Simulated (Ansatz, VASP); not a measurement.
## AlCo3: VASP beside Ansatz

File POSCAR:

```
AlCo3
1.0
    3.5749480000      0.0000000000      0.0000000000
    0.0000000000      3.5749480000      0.0000000000
    0.0000000000      0.0000000000      3.5749480000
Al Co
1 3
Direct
    0.0000000000      0.0000000000      0.0000000000
    0.5000000000      0.5000000000      0.0000000000
    0.5000000000      0.0000000000      0.5000000000
    0.0000000000      0.5000000000      0.5000000000
```

File INCAR.step1:

```
ALGO = Normal
EDIFF = 1E-4
ENCUT = 520
GGA = PE
ISMEAR = 0
ISPIN = 2
LASPH = T
LCHARG = F
LMAXMIX = 4
LREAL = F
LWAVE = T
MAGMOM = 0 1.76 1.76 1.76
NBANDS = 27
NELM = 150
PREC = Accurate
SIGMA = 0.05
```

INCAR.step2

```
ALGO = Normal
EDIFF = 1E-6
ENCUT = 520
ISIF = 2
ISMEAR = 0
ISPIN = 2
ISTART = 1
LASPH = T
LCHARG = F
LMAXMIX = 4
LMIXTAU = T
LORBIT = 11
LREAL = F
LWAVE = F
MAGMOM = 0 1.76 1.76 1.76
METAGGA = R2SCAN
NBANDS = 27
NELM = 150
PREC = Accurate
SIGMA = 0.05
```

KPOINTS

```
k-points
0
Gamma
  12 12 12
```

Input for Ansatz:

```yaml
crystal:
  lattice:
    - [3.574948, 0.0, 0.0]
    - [0.0, 3.574948, 0.0]
    - [0.0, 0.0, 3.574948]
  atoms:
    - { symbol: Al, position: [0.0, 0.0, 0.0] }
    - { symbol: Co, position: [0.5, 0.5, 0.0], spin: 1.76 }
    - { symbol: Co, position: [0.5, 0.0, 0.5], spin: 1.76 }
    - { symbol: Co, position: [0.0, 0.5, 0.5], spin: 1.76 }
basis:
  ecutwfc: 500
kpoints:
  mp_grid: { grid: [12, 12, 12] }
hamiltonian:
  xc: r2scan
scf:
  occupations: { method: gaussian, width: 0.05 }
output:
  forces: true
  stress: true
  eigenvalues: true
  populations: true
  write_density: true
  write_potential: true
  elf: true
  volumetric_format: npy
magnetization:
  spin_polarized: true
```

Alike in both runs: task single point; functional r2SCAN; k mesh 12 × 12 × 12; occupations gaussian, width 0.05 eV; collinear spin.

|  | VASP | Ansatz |
| --- | --- | --- |
| version | VASP 6.6.1 | Ansatz 0.2.0 |
| potentials or method | VASP PAW PBE potentials, release 64 (Al, Co), cutoff 520 eV | scalar-relativistic, plane waves, PAW |
| valence electrons in the cell | 30 | 54 |

VASP gave:

| Item | Value |
| --- | --- |
| gap on the k mesh at the Fermi level (eV) | none |
| pressure (GPa) | 1.3 |
| net moment per atom (μB) | 1.12 |
| size of the moment on the site where the two differ most (μB) | 1.57 |

**Question.** Which values does Ansatz return?

**Answer.** gap on the k mesh at the Fermi level (eV): none; pressure (GPa): 1.5; net moment per atom (μB): 1.13; size of the moment on the site where the two differ most (μB): 1.60.

VASP's potentials were made for PBE, not for r2SCAN. Site moments also hang on the region over which each program counts them. A gap of «none» marks a metal or a gap that the smearing closes. VASP's potentials hold 30 valence electrons a cell and Ansatz's 54, so a difference there can come from the potentials and not from the codes. Ansatz's warnings: stability check not made.
